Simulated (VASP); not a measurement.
Set up this calculation in VASP 6.6.1, as the native input.

```yaml
Task: single point
Functional: PBE
Dispersion: D3(BJ)
Potentials_or_basis: VASP PAW PBE potentials, release 64 (Sn_d, O)
Cutoff: 520 eV
k_mesh: 6 × 6 × 6
Occupations: gaussian, width 0.05 eV
Spin: no spin polarisation
Dipole_correction: no
Further_INCAR_settings: ALGO = Normal; EDIFF = 1e-06; NBANDS = 64
```

The structure of SnO2 lies in POSCAR:

```
SnO2
1.0
    3.2373377712      1.8690778337      4.2908446647
   -3.2373377712      1.8690778337      4.2908446647
    0.0000000000     -3.7381556673      4.2908446647
Sn O
4 8
Direct
    0.8611587398      0.8665890171      0.8665890169
    0.3612049137      0.3665796864      0.8665927907
    0.3612049137      0.8665927910      0.3665796862
    0.8611730765      0.3665907056      0.3665907054
    0.1099264480      0.6267651682      0.6267651911
    0.6099564890      0.1268248310      0.6267794295
    0.6099564890      0.6267794066      0.1268248539
    0.6463230531      0.5894445031      0.5894444822
    0.1099440293      0.1268083030      0.1268083259
    0.1463826141      0.0893769302      0.5894329419
    0.1463826142      0.5894329629      0.0893769092
    0.6463234758      0.0894162634      0.0894162424
```

This cell differs from its parent crystal: mode 20 frozen in at +0.075 Å and mode 26 at -0.138 Å (largest displacements).

These files were run (other wordings do the same):

INCAR

```
PREC = Accurate ; ENCUT = 520
EDIFF = 1E-6 ; ISMEAR = 0
SIGMA = 0.05 ; LREAL = False
LASPH = True ; NELM = 100
ALGO = Normal ; ISIF = 2
LWAVE = False ; LCHARG = True
GGA = PE ; IVDW = 12
LELF = True ; LVHAR = True
NBANDS = 64
```

KPOINTS

```
regular mesh
0
Gamma
  6 6 6
```

Potentials or basis: VASP PAW PBE potentials, release 64 (Sn_d, O).

Launch:

```bash
$ cat potpaw_PBE.64/Sn_d/POTCAR potpaw_PBE.64/O/POTCAR > POTCAR
$ mpirun -np 1 vasp_std > vasp.out
```

It gave:

```
Pressure                   : 5.0 GPa
Largest force              : 3.299 eV/Å
Band gap on the k mesh     : 1.43 eV
Dispersion energy per atom : -0.201 eV
```

Caveat: the cell differs from its parent crystal (mode 20 frozen in at +0.075 Å and mode 26 at -0.138 Å (largest displacements)); spin-orbit coupling is left out, which moves the levels of the heavy elements; forces of over 1 eV/Å act on the atoms, so gaps and moduli don't describe the material at rest.

Run time: 8.1 min on 1 thread of Intel(R) Xeon(R) Platinum 8488C (Sapphire Rapids) (shared host), peak memory 0.57 GiB.
